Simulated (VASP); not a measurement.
Here is a VASP 6.6.1 calculation.

Contents of INCAR:

```
ALGO = Normal ; EDIFF = 1E-6
ENCUT = 520 ; GGA = PE
ISIF = 2 ; ISMEAR = 0
LASPH = T ; LCHARG = F
LREAL = F ; LWAVE = F
NBANDS = 51 ; NELM = 100
PREC = Accurate ; SIGMA = 0.1
```

File KPOINTS:

```
k-points
0
Gamma
  4 4 4
```

POSCAR

```
BaZrO3
1.0
   -2.9769651900      2.9769651900      4.2139425300
    2.9769651900     -2.9769651900      4.2139425300
    2.9769651900      2.9769651900     -4.2139425300
Ba Zr O
2 2 6
Direct
    0.7500000000      0.2500000000      0.5000000000
    0.2500000000      0.7500000000      0.5000000000
    0.0000000000      0.0000000000      0.0000000000
    0.5000000000      0.5000000000      0.0000000000
    0.7500000000      0.7500000000      0.0000000000
    0.2500000000      0.2500000000      0.0000000000
    0.2393670700      0.7393670700      0.9787341400
    0.7606329300      0.2606329300      0.0212658600
    0.7393670700      0.7606329300      0.5000000000
    0.2606329300      0.2393670700      0.5000000000
```

Potentials or basis: VASP PAW PBE potentials, release 64 (Ba_sv, Zr_sv, O).

Run with:

```bash
$ cat potpaw_PBE.64/Ba_sv/POTCAR potpaw_PBE.64/Zr_sv/POTCAR potpaw_PBE.64/O/POTCAR > POTCAR
$ mpirun -np 1 vasp_std > vasp.out
```

What does it give for the pressure?

2.6 GPa.

Estimate the band gap on the k mesh.

3.18 eV.

Caveat: spin-orbit coupling is left out, which moves the levels of the heavy elements. A k mesh can miss the band edges.
